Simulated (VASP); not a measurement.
# KNbO3 (Pm-3m) in VASP: notebook

The runs below take KNbO3 through single point, with LDA.

Everything below comes from runs of VASP 6.6.1. Logs are shortened: lines on timing, memory, paths and dates and some standing lists are left out, and cuts for length are marked.

### 1 The cell of the first run

It takes space group Pm-3m (No. 221, cubic). The conventional cell has a = 4.029 Å, b = 4.029 Å, c = 4.029 Å, α = 90.00°, β = 90.00°, γ = 90.00°. Within 3.8 Å of K (site symmetry m-3m) lie 12 O at 2.85 Å and 8 Nb at 3.49 Å. Within 2.7 Å of Nb (site symmetry m-3m) lie 6 O at 2.01 Å. O (site symmetry 4/mmm) has 2 Nb at 2.01 Å within 2.7 Å.

### 2 Single point, LDA

INCAR

```
PREC = Accurate
ENCUT = 600
EDIFF = 1E-6
ISMEAR = 0
SIGMA = 0.01
LREAL = False
LASPH = True
NELM = 120
ALGO = Normal
ISIF = 2
LWAVE = False
LCHARG = True
GGA = CA
LELF = True
LVHAR = True
NBANDS = 28
GGA_COMPAT = False
```

KPOINTS

```
Automatic mesh
0
Gamma
  5 5 5
```

POSCAR

```
KNbO3
1.0
    4.0291830000      0.0000000000      0.0000000000
    0.0000000000      4.0291830000      0.0000000000
    0.0000000000      0.0000000000      4.0291830000
K Nb O
1 1 3
Direct
    0.0000000000      0.0000000000      0.0000000000
    0.5000000000      0.5000000000      0.5000000000
    0.0000000000      0.5000000000      0.5000000000
    0.5000000000      0.0000000000      0.5000000000
    0.5000000000      0.5000000000      0.0000000000
```

Potentials or basis: VASP PAW LDA potentials, release 64 (K_sv, Nb_sv, O).

Started as:

```
> cat potpaw_LDA.64/K_sv/POTCAR potpaw_LDA.64/Nb_sv/POTCAR potpaw_LDA.64/O/POTCAR > POTCAR
> mpirun -np 1 vasp_std > vasp.out
```

OUTCAR:

```text
PREC = Accurate
   ENCUT = 600
   EDIFF = 1E-6
   ISMEAR = 0
   LREAL = False
   LASPH = True
   NELM = 120
   ISIF = 2
   GGA = CA

 ion  position               nearest neighbor table
   1  0.000  0.000  0.000-   3 2.85   4 2.85   5 2.85   3 2.85   4 2.85   3 2.85   5 2.85   3 2.85
                             4 2.85   5 2.85   4 2.85   5 2.85
   2  0.500  0.500  0.500-   3 2.01   4 2.01   5 2.01   5 2.01   4 2.01   3 2.01
   3  0.000  0.500  0.500-   2 2.01   2 2.01   1 2.85   1 2.85   1 2.85   1 2.85
   4  0.500  0.000  0.500-   2 2.01   2 2.01   1 2.85   1 2.85   1 2.85   1 2.85
   5  0.500  0.500  0.000-   2 2.01   2 2.01   1 2.85   1 2.85   1 2.85   1 2.85

  LATTYP: Found a simple cubic cell.
 ALAT       =     4.0291830000

  Lattice vectors:

 A1 = (   4.0291830000,   0.0000000000,   0.0000000000)
 A2 = (   0.0000000000,   4.0291830000,   0.0000000000)
 A3 = (   0.0000000000,   0.0000000000,   4.0291830000)

Analysis of symmetry for initial positions (statically):
=====================================================================
 Subroutine PRICEL returns:
 Original cell was already a primitive cell.

 Routine SETGRP: Setting up the symmetry group for a
 simple cubic supercell.

 Subroutine GETGRP returns: Found 48 space group operations
 (whereof 48 operations were pure point group operations)
 out of a pool of 48 trial point group operations.

The static configuration has the point symmetry O_h .

Analysis of symmetry for dynamics (positions and initial velocities):
=====================================================================
 Subroutine PRICEL returns:
 Original cell was already a primitive cell.

 Routine SETGRP: Setting up the symmetry group for a
 simple cubic supercell.

 Subroutine GETGRP returns: Found 48 space group operations
 (whereof 48 operations were pure point group operations)
 out of a pool of 48 trial point group operations.

The dynamic configuration has the point symmetry O_h .

 Subroutine INISYM returns: Found 48 space group operations
 (whereof 48 operations are pure point group operations),
 and found     1 'primitive' translations

----------------------------------------------------------------------------------------

                                     Primitive cell

  volume of cell :      65.4110

  direct lattice vectors                    reciprocal lattice vectors
     4.029183000  0.000000000  0.000000000     0.248189273  0.000000000  0.000000000
     0.000000000  4.029183000  0.000000000     0.000000000  0.248189273  0.000000000
     0.000000000  0.000000000  4.029183000     0.000000000  0.000000000  0.248189273

  length of vectors
     4.029183000  4.029183000  4.029183000     0.248189273  0.248189273  0.248189273

  position of ions in fractional coordinates (direct lattice)
     0.000000000  0.000000000  0.000000000
     0.500000000  0.500000000  0.500000000
     0.000000000  0.500000000  0.500000000
     0.500000000  0.000000000  0.500000000
     0.500000000  0.500000000  0.000000000

  ion indices of the primitive-cell ions
   primitive index   ion index
                 1           1
                 2           2
                 3           3
                 4           4
                 5           5

----------------------------------------------------------------------------------------

 KPOINTS: Automatic mesh

Automatic generation of k-mesh.
 Grid dimensions read from file:
 generate k-points for:    5    5    5

 Generating k-lattice:

  Cartesian coordinates                     Fractional coordinates (reciprocal lattice)
     0.049637855  0.000000000  0.000000000     0.200000000  0.000000000  0.000000000
     0.000000000  0.049637855  0.000000000     0.000000000  0.200000000  0.000000000
     0.000000000  0.000000000  0.049637855     0.000000000  0.000000000  0.200000000

  Length of vectors
     0.049637855  0.049637855  0.049637855

  Shift w.r.t. Gamma in fractional coordinates (k-lattice)
     0.000000000  0.000000000  0.000000000

 Subroutine IBZKPT returns following result:
 ===========================================

 Found     10 irreducible k-points:

 Following reciprocal coordinates:
            Coordinates               Weight
  0.000000  0.000000  0.000000      1.000000
  0.200000  0.000000  0.000000      6.000000
  0.400000  0.000000  0.000000      6.000000
  0.200000  0.200000  0.000000     12.000000
  0.400000  0.200000  0.000000     24.000000
  0.400000  0.400000  0.000000     12.000000
  0.200000  0.200000  0.200000      8.000000
  0.400000  0.200000  0.200000     24.000000
  0.400000  0.400000  0.200000     24.000000
  0.400000  0.400000  0.400000      8.000000
   k-points           NKPTS =     10   k-points in BZ     NKDIM =     10   number of bands    NBANDS=     28
   number of dos      NEDOS =    301   number of ions     NIONS =      5
   total plane-waves  NPLWV =  32768
   dimension x,y,z NGX =    32 NGY =   32 NGZ =   32
   dimension x,y,z NGXF=    64 NGYF=   64 NGZF=   64
   ions per type =               1   1   3
   NGX,Y,Z   is equivalent  to a cutoff of  13.20, 13.20, 13.20 a.u.
   NGXF,Y,Z  is equivalent  to a cutoff of  26.41, 26.41, 26.41 a.u.
 SYSTEM =  unknown system
   PREC   = accura    normal or accurate (medium, high low for compatibility)
   ISTART =      0    job   : 0-new  1-cont  2-samecut
   ICHARG =      2    charge: 1-file 2-atom 10-const
   ISPIN  =      1    spin polarized calculation?
   LNONCOLLINEAR =      F non collinear calculations
   LSORBIT =      F    spin-orbit coupling
   LASPH  =      T    aspherical Exc in radial PAW
   ENCUT  =  600.0 eV  44.10 Ry    6.64 a.u.   8.05  8.05  8.05*2*pi/ulx,y,z
   NELM   =    120;   NELMIN=  2; NELMDL= -5     # of ELM steps
   EDIFF  = 0.1E-05   stopping-criterion for ELM
   LREAL  =      F    real-space projection
   EDIFFG = 0.1E-04   stopping-criterion for IOM
   NSW    =      0    number of steps for IOM
   IBRION =     -1    ionic relax: 0-MD 1-quasi-New 2-CG
   NFREE  =      0    steps in history (QN), initial steepest desc. (CG)
   ISIF   =      2    stress and relaxation
   ISYM   =      2    0-nonsym 1-usesym 2-fastsym
   POTIM  = 0.5000    time-step for ionic-motion
   TEBEG  =    0.0;   TEEND  =   0.0 temperature during run
   PSTRESS=    0.0 pullay stress
   NELECT =      40.0000    total number of electrons
   NUPDOWN=      -1.0000    fix difference up-down
   EMIN   =  10.00;   EMAX   =-10.00  energy-range for DOS
   EFERMI =   0.00;   METHOD = LEGACY
   ISMEAR =     0;   SIGMA  =   0.01  broadening in eV -4-tet -1-fermi 0-gaus
   EFERMI_NEDOS =   21; number of points for ismear=-14 and -15
   IALGO  =     38    algorithm
   IMIX   =      4    mixing-type and parameters
     AMIX     =   0.40;   BMIX     =  1.00
     AMIX_MAG =   1.60;   BMIX_MAG =  1.00
  volume/ion in A,a.u.               =      13.08        88.28
  Fermi-wavevector in a.u.,A,eV,Ry     =   1.389562  2.625891 26.271241  1.930882
  Thomas-Fermi vector in A             =   2.513581
   LORBIT       =      0    0 simple, 1 ext, 2 COOP (PROOUT), +10 PAW based schemes
   GGA     = CA    functional components
   LHFCALC =     F    Hartree Fock is set to
   AEXX    =    0.0000 exact exchange contribution
   IVDW    =     0    specifies the selected vdW correction
   LEPSILON=     F    determine dielectric tensor
   LRPA    =     F    only Hartree local field effects (RPA)
 non-spin polarized calculation
 Gauss-broadening in eV      SIGMA  =   0.01
  energy-cutoff  :      600.00
  volume of cell :       65.41
 maximum number of plane-waves:      2203
   NGX = 17   NGY = 17   NGZ = 17

 number of electron      40.0000011 magnetization

 Free energy of the ion-electron system (eV)
  ---------------------------------------------------
  ext. energy  EPLUGINS =         0.00000000
  ---------------------------------------------------
  free energy    TOTEN  =       -42.75242458 eV

  energy without entropy =      -42.75242458  energy(sigma->0) =      -42.75242458

 E-fermi :   2.8448     XC(G=0): -11.2566

 val. band max:        2.7190311654   @ k =   0.4000   0.4000   0.4000
 cond. band min:       4.2440553761   @ k =   0.0000   0.0000   0.0000
 fundamental gap:      1.5250242108
 Fermi energy:         2.8448258677

 k-point     1 :       0.0000    0.0000    0.0000
  band No.  band energies     occupation
      1     -51.8245      2.00000
      2     -28.0501      2.00000
      3     -28.0501      2.00000
      4     -28.0501      2.00000
      5     -24.0670      2.00000
      6     -13.9939      2.00000
[... 20 lines left out ...]
     27      10.5942      0.00000
     28      10.5942      0.00000

 k-point     2 :       0.2000    0.0000    0.0000
  band No.  band energies     occupation
      1     -51.8238      2.00000
      2     -28.0937      2.00000
      3     -28.0486      2.00000
      4     -28.0486      2.00000
      5     -24.0575      2.00000
      6     -13.9371      2.00000
[... 20 lines left out ...]
     27      11.0697      0.00000
     28      11.1150      0.00000

 k-point     3 :       0.4000    0.0000    0.0000
  band No.  band energies     occupation
      1     -51.8226      2.00000
      2     -28.1627      2.00000
      3     -28.0462      2.00000
      4     -28.0462      2.00000
      5     -24.0423      2.00000
      6     -13.9523      2.00000
[... 20 lines left out ...]
     27      11.8917      0.00000
     28      12.6544      0.00000

 k-point     4 :       0.2000    0.2000    0.0000
  band No.  band energies     occupation
      1     -51.8231      2.00000
      2     -28.0926      2.00000
      3     -28.0911      2.00000
      4     -28.0471      2.00000
      5     -24.0499      2.00000
      6     -13.8290      2.00000
[... 20 lines left out ...]
     27      11.4756      0.00000
     28      11.5828      0.00000

 k-point     5 :       0.4000    0.2000    0.0000
  band No.  band energies     occupation
      1     -51.8219      2.00000
      2     -28.1604      2.00000
      3     -28.0889      2.00000
      4     -28.0447      2.00000
      5     -24.0378      2.00000
      6     -13.7973      2.00000
[... 20 lines left out ...]
     27      12.2411      0.00000
     28      12.7541      0.00000

 k-point     6 :       0.4000    0.4000    0.0000
  band No.  band energies     occupation
      1     -51.8207      2.00000
      2     -28.1569      2.00000
      3     -28.1563      2.00000
      4     -28.0423      2.00000
      5     -24.0306      2.00000
      6     -13.6885      2.00000
[... 20 lines left out ...]
     27      12.9186      0.00000
     28      13.6804      0.00000

 k-point     7 :       0.2000    0.2000    0.2000
  band No.  band energies     occupation
      1     -51.8224      2.00000
      2     -28.0913      2.00000
      3     -28.0895      2.00000
      4     -28.0895      2.00000
      5     -24.0435      2.00000
      6     -13.6183      2.00000
[... 20 lines left out ...]
     27      11.9008      0.00000
     28      11.9008      0.00000

 k-point     8 :       0.4000    0.2000    0.2000
  band No.  band energies     occupation
      1     -51.8212      2.00000
      2     -28.1583      2.00000
      3     -28.0876      2.00000
      4     -28.0869      2.00000
      5     -24.0332      2.00000
      6     -13.5324      2.00000
[... 20 lines left out ...]
     27      12.5417      0.00000
     28      12.8069      0.00000

 k-point     9 :       0.4000    0.4000    0.2000
  band No.  band energies     occupation
      1     -51.8200      2.00000
      2     -28.1550      2.00000
      3     -28.1546      2.00000
      4     -28.0846      2.00000
      5     -24.0256      2.00000
      6     -13.3508      2.00000
[... 20 lines left out ...]
     27      12.7112      0.00000
     28      13.1669      0.00000

 k-point    10 :       0.4000    0.4000    0.4000
  band No.  band energies     occupation
      1     -51.8188      2.00000
      2     -28.1521      2.00000
      3     -28.1517      2.00000
      4     -28.1517      2.00000
      5     -24.0176      2.00000
      6     -12.7716      2.00000
[... 20 lines left out ...]
     27      13.0162      0.00000
     28      13.0230      0.00000

------------------------ aborting loop because EDIFF is reached ----------------------------------------

  FORCE on cell =-STRESS in cart. coord.  units (eV):
  Direction    XX          YY          ZZ          XY          YZ          ZX
  --------------------------------------------------------------------------------------
  -------------------------------------------------------------------------------------
  Total       -4.1450076     -4.1450076     -4.1450076      0.0000000      0.0000000     -0.0000000
  in kB     -101.5277897   -101.5277897   -101.5277897      0.0000000      0.0000000     -0.0000000
  external PRESSURE =    -101.5277897 kB  Pullay stress =       0.0000000 kB

 VOLUME and BASIS-vectors are now :
 -----------------------------------------------------------------------------
  energy-cutoff  :      600.00
  volume of cell :       65.41
      direct lattice vectors                 reciprocal lattice vectors
     4.029183000  0.000000000  0.000000000     0.248189273  0.000000000  0.000000000
     0.000000000  4.029183000  0.000000000     0.000000000  0.248189273  0.000000000
     0.000000000  0.000000000  4.029183000     0.000000000  0.000000000  0.248189273

 POSITION                                       TOTAL-FORCE (eV/Angst)
 -----------------------------------------------------------------------------------
      0.00000      0.00000      0.00000         0.000000      0.000000      0.000000
      2.01459      2.01459      2.01459         0.000000      0.000000      0.000000
      0.00000      2.01459      2.01459         0.000000      0.000000      0.000000
      2.01459      0.00000      2.01459         0.000000      0.000000      0.000000
      2.01459      2.01459      0.00000         0.000000      0.000000      0.000000
 -----------------------------------------------------------------------------------
    total drift:                                0.000000     -0.000000     -0.000000

  FREE ENERGIE OF THE ION-ELECTRON SYSTEM (eV)
  ---------------------------------------------------
  free  energy   TOTEN  =       -42.7524245772 eV

  energy  without entropy=      -42.7524245772  energy(sigma->0) =      -42.75242458
```

Wall time 28 s (1 thread of Intel Xeon 8259CL, shared host); peak memory 0.16 GiB.

What came out:

```
Free energy            : -42.7524 eV
Pressure               : -10.2 GPa
Band gap on the k mesh : 1.53 eV, indirect (least direct gap 2.08 eV)
```

A k mesh can miss the band edges.

### 3 Single point, LDA

INCAR

```
PREC     = Accurate       # precision mode
ENCUT    = 600            # plane-wave cutoff, eV
EDIFF    = 1E-6           # SCF threshold, eV
ISMEAR   = 0              # smearing method
SIGMA    = 0.01           # smearing width, eV
LREAL    = False          # projectors in reciprocal space
LASPH    = True           # aspherical terms in the spheres
NELM     = 120            # most SCF steps
ALGO     = Normal         # electronic algorithm
ISIF     = 2              # what is computed and relaxed
LWAVE    = False          # write WAVECAR
LCHARG   = False          # write CHGCAR
NBANDS   = 28             # bands
GGA_COMPAT= False
```

KPOINTS is that of step 2.

POSCAR is that of step 2.

Potentials or basis: VASP PAW LDA potentials, release 64 (K_sv, Nb_sv, O).

Started as:

```
> cat potpaw_LDA.64/K_sv/POTCAR potpaw_LDA.64/Nb_sv/POTCAR potpaw_LDA.64/O/POTCAR > POTCAR
> mpirun -np 1 vasp_std > vasp.out
```

It took 32 s on 1 thread of Intel Xeon 8259CL, shared host; peak memory 0.16 GiB.

It converged, with:

* Free energy: -42.7524 eV
* Pressure: -10.2 GPa
* Band gap on the k mesh: 1.53 eV, indirect (least direct gap 2.08 eV)

Levels at points of the mesh, in eV from the valence-band top:
```tsv
k point	band 16	band 17	band 18	band 19	band 20	band 21	band 22	band 23	band 24	band 25
(0.00, 0.00, 0.00)	-0.94	-0.94	-0.56	-0.56	-0.56	1.53	1.53	1.53	5.33	5.33
```

A k mesh can miss the band edges. Expect the measured gap to be larger: semilocal functionals such as LDA lack the derivative discontinuity.
